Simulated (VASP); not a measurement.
KCl:

```xyz
2
Lattice="0.0000 3.1148 3.1148 3.1148 0.0000 3.1148 3.1148 3.1148 0.0000" Properties=species:S:1:pos:R:3 pbc="T T T"
K     0.0000    0.0000    0.0000
Cl    3.1148    3.1148    3.1148
```

```yaml
Program: VASP 6.6.1
Task: relaxation of cell and atoms
Functional: PBE
Potentials_or_basis: VASP PAW PBE potentials, release 64 (K_sv, Cl)
Cutoff: 500 eV
k_mesh: 5 × 5 × 5
Occupations: fermi-dirac, width 0.1 eV
Spin: no spin polarisation
```

At the start: pressure 1.4 GPa; volume 30.22 Å³/atom.

Question: How do energy, volume and symmetry change on relaxing?

Answer: Over 4 steps the energy falls by 9.4 meV/atom and the volume is 32.49 Å³/atom (+7.5 %); space group Fm-3m (No. 225, to 0.05 Å).

The path:
```csv
step,energy change (eV),largest force (eV/Å),pressure (GPa),volume (Å³)
1,0.0000,0.0000,1.42,60.44
2,-0.0148,0.0000,0.60,62.82
3,-0.0187,0.0000,-0.08,65.29
4,-0.0187,0.0000,-0.01,64.99
```

Final structure:
```xyz
2
Lattice="0.0000 3.1911 3.1911 3.1911 0.0000 3.1911 3.1911 3.1911 0.0000" Properties=species:S:1:pos:R:3 pbc="T T T"
K     0.0000    0.0000    0.0000
Cl    3.1911    3.1911    3.1911
```
